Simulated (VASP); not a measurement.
A run of VASP 6.6.1 is set up as follows.

The input INCAR:

```
SYSTEM = Ge
PREC = Accurate
ENCUT = 410
EDIFF = 1E-6
ISMEAR = 0
SIGMA = 0.1
LREAL = .FALSE.
LASPH = .TRUE.
NELM = 120
ALGO = Normal
ISIF = 2
LWAVE = .FALSE.
LCHARG = .FALSE.
LDIPOL = .TRUE.
IDIPOL = 3
DIPOL = 0.5 0.5 0.373
GGA = PE
NBANDS = 21
GGA_COMPAT = .FALSE.
NELMDL = -8
```

File KPOINTS:

```
regular mesh
0
G
  6 6 1
  0 0 0
```

File POSCAR:

```
Ge
1.0
    4.0433260274      0.0000000000      0.0000000000
   -2.0216630137      3.5016230555      0.0000000000
    0.0000000000      0.0000000000     24.7926398800
Ge
2
Direct
    0.3333333333      0.6666666667      0.3592823650
    0.6666666667      0.3333333333      0.3867583966
```

Potentials or basis: VASP PAW PBE potentials, release 64 (Ge_d).

Launch:

```sh
$ cat potpaw_PBE.64/Ge_d/POTCAR > POTCAR
$ mpirun -np 1 vasp_std > vasp.out
```

What does it give for the band gap on the k mesh?

Zero (filled and empty bands touch).
